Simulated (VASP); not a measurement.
# Au in VASP: single point with PBE

Aim: the single point of Au with PBE.

Everything below comes from runs of VASP 6.6.1. Logs are shortened: lines on timing, memory, paths and dates and some standing lists are left out, and cuts for length are marked.

### Step 1. The cell of the first run

The cell holds a slab with vacuum, 7 atoms: a = 2.865 Å, b = 2.943 Å, c = 29.676 Å, α = 90.00°, β = 90.00°, γ = 119.13°.

### Step 2. Single point, PBE (atoms taken out)

The input, INCAR:

```
PREC = Accurate ; ENCUT = 520
EDIFF = 1E-6 ; ISMEAR = 0
SIGMA = 0.1 ; LREAL = False
LASPH = True ; NELM = 60
ALGO = Normal ; ISIF = 2
LWAVE = False ; LCHARG = False
LDIPOL = True ; IDIPOL = 3
DIPOL = 0.5 0.5 0.500 ; GGA = PE
NBANDS = 48 ; ISYM = 0
```

The input, KPOINTS:

```
Automatic mesh
0
Gamma
  14 13 1
```

The input, POSCAR:

```
Au
1.0
    2.8654213454      0.0000000000      0.0000000000
   -1.4327106727      2.5703810381      0.0000000000
    0.0000000000      0.0000000000     29.6763986654
Au
7
Direct
    0.6639514438      0.3279028875      0.2527260833
    0.3360485562      0.6720971125      0.3351507222
    0.6639514438      0.3279028875      0.4175753611
    0.3360485562      0.6720971125      0.5000000000
    0.6639514438      0.3279028875      0.5824246389
    0.3360485562      0.6720971125      0.6648492778
    0.6639514438      0.3279028875      0.7472739167
```

Potentials or basis: VASP PAW PBE potentials, release 64 (Au).

Started as:

```sh
> cat potpaw_PBE.64/Au/POTCAR > POTCAR
> mpirun -np 1 vasp_std > vasp.out
```

OUTCAR:

```text
PREC = Accurate
   ENCUT = 520
   EDIFF = 1E-6
   ISMEAR = 0
   LREAL = False
   LASPH = True
   NELM = 60
   ISIF = 2
   GGA = PE
   ISYM = 0

 ion  position               nearest neighbor table
   1  0.664  0.328  0.253-   2 2.97   2 2.97   2 2.97
   2  0.336  0.672  0.335-   1 2.97   3 2.97   1 2.97   3 2.97   1 2.97   3 2.97
   3  0.664  0.328  0.418-   2 2.97   4 2.97   2 2.97   4 2.97   2 2.97   4 2.97
   4  0.336  0.672  0.500-   3 2.97   5 2.97   3 2.97   5 2.97   3 2.97   5 2.97
   5  0.664  0.328  0.582-   4 2.97   6 2.97   4 2.97   6 2.97   4 2.97   6 2.97
   6  0.336  0.672  0.665-   5 2.97   7 2.97   5 2.97   7 2.97   5 2.97   7 2.97
   7  0.664  0.328  0.747-   6 2.97   6 2.97   6 2.97

IMPORTANT INFORMATION: All symmetrisations will be switched off!
NOSYMM: (Re-)initialisation of all symmetry stuff for point group C_1.

----------------------------------------------------------------------------------------

                                     Primitive cell

  volume of cell :     218.5733

  direct lattice vectors                    reciprocal lattice vectors
     2.865421345  0.000000000  0.000000000     0.348988815  0.194523688  0.000000000
    -1.432710673  2.570381038  0.000000000     0.000000000  0.389047377  0.000000000
     0.000000000  0.000000000 29.676398665     0.000000000  0.000000000  0.033696811

  length of vectors
     2.865421345  2.942705992 29.676398665     0.399540559  0.389047377  0.033696811

  position of ions in fractional coordinates (direct lattice)
     0.663951444  0.327902888  0.252726083
     0.336048556  0.672097112  0.335150722
     0.663951444  0.327902888  0.417575361
     0.336048556  0.672097112  0.500000000
     0.663951444  0.327902888  0.582424639
     0.336048556  0.672097112  0.664849278
     0.663951444  0.327902888  0.747273917

  ion indices of the primitive-cell ions
   primitive index   ion index
                 1           1
                 2           2
                 3           3
                 4           4
                 5           5
                 6           6
                 7           7

----------------------------------------------------------------------------------------

 KPOINTS: Automatic mesh

Automatic generation of k-mesh.
 Grid dimensions read from file:
 generate k-points for:   14   13    1

 Generating k-lattice:

  Cartesian coordinates                     Fractional coordinates (reciprocal lattice)
     0.024927773  0.013894549  0.000000000     0.071428571  0.000000000  0.000000000
     0.000000000  0.029926721  0.000000000     0.000000000  0.076923077  0.000000000
     0.000000000  0.000000000  0.033696811     0.000000000  0.000000000  1.000000000

  Length of vectors
     0.028538611  0.029926721  0.033696811

  Shift w.r.t. Gamma in fractional coordinates (k-lattice)
     0.000000000  0.000000000  0.000000000

 -----------------------------------------------------------------------------
|                                                                             |
|           W    W    AA    RRRRR   N    N  II  N    N   GGGG   !!!           |
|           W    W   A  A   R    R  NN   N  II  NN   N  G    G  !!!           |
|           W    W  A    A  R    R  N N  N  II  N N  N  G       !!!           |
|           W WW W  AAAAAA  RRRRR   N  N N  II  N  N N  G  GGG   !            |
|           WW  WW  A    A  R   R   N   NN  II  N   NN  G    G                |
|           W    W  A    A  R    R  N    N  II  N    N   GGGG   !!!           |
|                                                                             |
|     Your reciprocal lattice and k-lattice belong to different lattice       |
|     classes:                                                                |
|                                                                             |
|        The reciprocal lattice is base centered orthorhombic,                |
|        whereas your k-lattice is simple monoclinic.                         |
|                                                                             |
|     Results are often still useful ...                                      |
|                                                                             |
 -----------------------------------------------------------------------------

 WARNING: IBZKPT: internal override: KBLOWUP is changed to .FALSE.
      ... skipping the blow-up phase ...

 Subroutine IBZKPT returns following result:
 ===========================================

 Found     92 irreducible k-points:

 Following reciprocal coordinates:
            Coordinates               Weight
  0.000000  0.000000  0.000000      1.000000
  0.071429 -0.000000  0.000000      2.000000
  0.142857  0.000000  0.000000      2.000000
  0.214286 -0.000000  0.000000      2.000000
  0.285714  0.000000  0.000000      2.000000
  0.357143  0.000000  0.000000      2.000000
[... 16 lines left out ...]
  0.000000  0.153846  0.000000      2.000000
  0.071429  0.153846  0.000000      2.000000
 [... further k-points ...]
   k-points           NKPTS =     92   k-points in BZ     NKDIM =     92   number of bands    NBANDS=     48
   number of dos      NEDOS =    301   number of ions     NIONS =      7
   total plane-waves  NPLWV = 129024
   dimension x,y,z NGX =    24 NGY =   24 NGZ =  224
   dimension x,y,z NGXF=    48 NGYF=   48 NGZF=  448
   ions per type =               7
   NGX,Y,Z   is equivalent  to a cutoff of  13.92, 13.56, 12.55 a.u.
   NGXF,Y,Z  is equivalent  to a cutoff of  27.85, 27.12, 25.10 a.u.
 SYSTEM =  unknown system
   PREC   = accura    normal or accurate (medium, high low for compatibility)
   ISTART =      0    job   : 0-new  1-cont  2-samecut
   ICHARG =      2    charge: 1-file 2-atom 10-const
   ISPIN  =      1    spin polarized calculation?
   LNONCOLLINEAR =      F non collinear calculations
   LSORBIT =      F    spin-orbit coupling
   LASPH  =      T    aspherical Exc in radial PAW
   ENCUT  =  520.0 eV  38.22 Ry    6.18 a.u.   5.33  5.47 55.18*2*pi/ulx,y,z
   NELM   =     60;   NELMIN=  2; NELMDL= -5     # of ELM steps
   EDIFF  = 0.1E-05   stopping-criterion for ELM
   LREAL  =      F    real-space projection
   EDIFFG = 0.1E-04   stopping-criterion for IOM
   NSW    =      0    number of steps for IOM
   IBRION =     -1    ionic relax: 0-MD 1-quasi-New 2-CG
   NFREE  =      0    steps in history (QN), initial steepest desc. (CG)
   ISIF   =      2    stress and relaxation
   ISYM   =      0    0-nonsym 1-usesym 2-fastsym
   POTIM  = 0.5000    time-step for ionic-motion
   TEBEG  =    0.0;   TEEND  =   0.0 temperature during run
   PSTRESS=    0.0 pullay stress
   NELECT =      77.0000    total number of electrons
   NUPDOWN=      -1.0000    fix difference up-down
   EMIN   =  10.00;   EMAX   =-10.00  energy-range for DOS
   EFERMI =   0.00;   METHOD = LEGACY
   ISMEAR =     0;   SIGMA  =   0.10  broadening in eV -4-tet -1-fermi 0-gaus
   EFERMI_NEDOS =   21; number of points for ismear=-14 and -15
   IALGO  =     38    algorithm
   IMIX   =      4    mixing-type and parameters
     AMIX     =   0.40;   BMIX     =  1.00
     AMIX_MAG =   1.60;   BMIX_MAG =  1.00
  volume/ion in A,a.u.               =      31.22       210.72
  Fermi-wavevector in a.u.,A,eV,Ry     =   1.156217  2.184933 18.188781  1.336838
  Thomas-Fermi vector in A             =   2.292839
   LORBIT       =      0    0 simple, 1 ext, 2 COOP (PROOUT), +10 PAW based schemes
   GGA     = PE    functional components
   LHFCALC =     F    Hartree Fock is set to
   AEXX    =    0.0000 exact exchange contribution
   IVDW    =     0    specifies the selected vdW correction
   LEPSILON=     F    determine dielectric tensor
   LRPA    =     F    only Hartree local field effects (RPA)
 non-spin polarized calculation
 Gauss-broadening in eV      SIGMA  =   0.10
  energy-cutoff  :      520.00
  volume of cell :      218.57
 maximum number of plane-waves:      5987
 NGX is ok and might be reduce to    24
   NGX = 11   NGY = 11   NGZ =111

 dipolmoment           0.000000      0.000000      0.000008 electrons x Angstroem

 number of electron      77.0000012 magnetization

 dipolmoment           0.000000      0.000000     -0.000005 electrons x Angstroem

 Free energy of the ion-electron system (eV)
  ---------------------------------------------------
  ext. energy  EPLUGINS =         0.00000000
  ---------------------------------------------------
  free energy    TOTEN  =       -21.88884033 eV

  energy without entropy =      -21.87907507  energy(sigma->0) =      -21.88395770

 E-fermi :   2.7399     XC(G=0):  -7.6631

 val. band max:        2.7134317020   @ k =  -0.2857   0.1538   0.0000
 cond. band min:       2.7494805368   @ k =   0.2143   0.3077   0.0000
 fundamental gap:      0.0360488348
 Fermi energy:         2.7399006853

 k-point     1 :       0.0000    0.0000    0.0000
  band No.  band energies     occupation
      1      -6.4444      2.00000
      2      -5.9942      2.00000
      3      -5.3584      2.00000
      4      -4.7145      2.00000
      5      -4.3117      2.00000
      6      -4.0617      2.00000
[... 40 lines left out ...]
     47       8.9916      0.00000
     48       9.0772      0.00000

 k-point     2 :       0.0714   -0.0000    0.0000
  band No.  band energies     occupation
      1      -6.2874      2.00000
      2      -5.8391      2.00000
      3      -5.2048      2.00000
      4      -4.5606      2.00000
      5      -4.1679      2.00000
      6      -3.9181      2.00000
[... 40 lines left out ...]
     47       9.1024      0.00000
     48       9.1950      0.00000

 k-point     3 :       0.1429    0.0000    0.0000
  band No.  band energies     occupation
      1      -5.8346      2.00000
      2      -5.3966      2.00000
      3      -4.7744      2.00000
      4      -4.1355      2.00000
      5      -3.7807      2.00000
      6      -3.5244      2.00000
[... 40 lines left out ...]
     47       9.4345      0.00000
     48       9.5463      0.00000

 k-point     4 :       0.2143   -0.0000    0.0000
  band No.  band energies     occupation
      1      -5.1558      2.00000
      2      -4.7566      2.00000
      3      -4.1947      2.00000
      4      -3.6129      2.00000
      5      -3.3507      2.00000
      6      -3.0848      2.00000
[... 958 lines left out ...]
     47       9.1107      0.00000
     48       9.2041      0.00000

 k-point    23 :       0.0000    0.1538    0.0000
  band No.  band energies     occupation
      1      -5.7892      2.00000
      2      -5.3573      2.00000
      3      -4.7453      2.00000
      4      -4.1182      2.00000
      5      -3.7769      2.00000
      6      -3.5208      2.00000
[... 40 lines left out ...]
     47       9.4561      0.00000
     48       9.5848      0.00000

 k-point    24 :       0.0714    0.1538    0.0000
  band No.  band energies     occupation
      1      -5.3660      2.00000
      2      -4.9548      2.00000
      3      -4.3727      2.00000
      4      -3.7682      2.00000
      5      -3.4756      2.00000
      6      -3.2141      2.00000
[... 40 lines left out ...]
     47       9.7807      0.00000
     48       9.9312      0.00000

 [... further k-points ...]

------------------------ aborting loop because EDIFF is reached ----------------------------------------

 vacuum level on the upper side and lower side of the slab       (xc-potential included)        -0.008        -0.008

  FORCE on cell =-STRESS in cart. coord.  units (eV):
  Direction    XX          YY          ZZ          XY          YZ          ZX
  --------------------------------------------------------------------------------------
  -------------------------------------------------------------------------------------
  Total       -1.9933000     -3.0987436      0.0905121      0.1393491     -0.0000037     -0.0000046
  in kB      -14.6112060    -22.7142829      0.6634677      1.0214507     -0.0000275     -0.0000334
  external PRESSURE =     -12.2206737 kB  Pullay stress =       0.0000000 kB

 VOLUME and BASIS-vectors are now :
 -----------------------------------------------------------------------------
  energy-cutoff  :      520.00
  volume of cell :      218.57
      direct lattice vectors                 reciprocal lattice vectors
     2.865421345  0.000000000  0.000000000     0.348988815  0.194523688  0.000000000
    -1.432710673  2.570381038  0.000000000     0.000000000  0.389047377  0.000000000
     0.000000000  0.000000000 29.676398665     0.000000000  0.000000000  0.033696811

 POSITION                                       TOTAL-FORCE (eV/Angst)
 -----------------------------------------------------------------------------------
      1.43271      0.84284      7.50000         0.002221      0.000242     -0.059010
     -0.00000      1.72755      9.94607        -0.001148      0.002010      0.087840
      1.43271      0.84284     12.39213        -0.003665     -0.007356     -0.036459
     -0.00000      1.72755     14.83820         0.005183      0.010208      0.000018
      1.43271      0.84284     17.28427        -0.003663     -0.007355      0.036487
     -0.00000      1.72755     19.73033        -0.001150      0.002006     -0.087816
      1.43271      0.84284     22.17640         0.002223      0.000246      0.058940
 -----------------------------------------------------------------------------------
    total drift:                                0.000029      0.000038      0.000376

  FREE ENERGIE OF THE ION-ELECTRON SYSTEM (eV)
  ---------------------------------------------------
  free  energy   TOTEN  =       -21.8888403271 eV

  energy  without entropy=      -21.8790750732  energy(sigma->0) =      -21.88395770

 vacuum level on the upper side and lower side of the slab         7.931         7.931
```

It took 12 min on 1 thread of Intel Xeon 6975P-C (Granite Rapids), shared host; peak memory 0.81 GiB.

Results:

```yaml
Free_energy: -21.8888 eV
Largest_force: 0.088 eV/Å
Band_gap_on_the_k_mesh: zero (an odd number of electrons rules out a gap without spin polarisation)
```

Forces in eV/Å, atoms in the order of the input:
```
Au   0.002  0.000 -0.059
Au  -0.001  0.002  0.088
Au  -0.004 -0.007 -0.036
Au   0.005  0.010  0.000
Au  -0.004 -0.007  0.036
Au  -0.001  0.002 -0.088
Au   0.002  0.000  0.059
```

Caveat: the cell differs from its parent crystal (atoms taken out); spin-orbit coupling is left out, which moves the levels of the heavy elements.
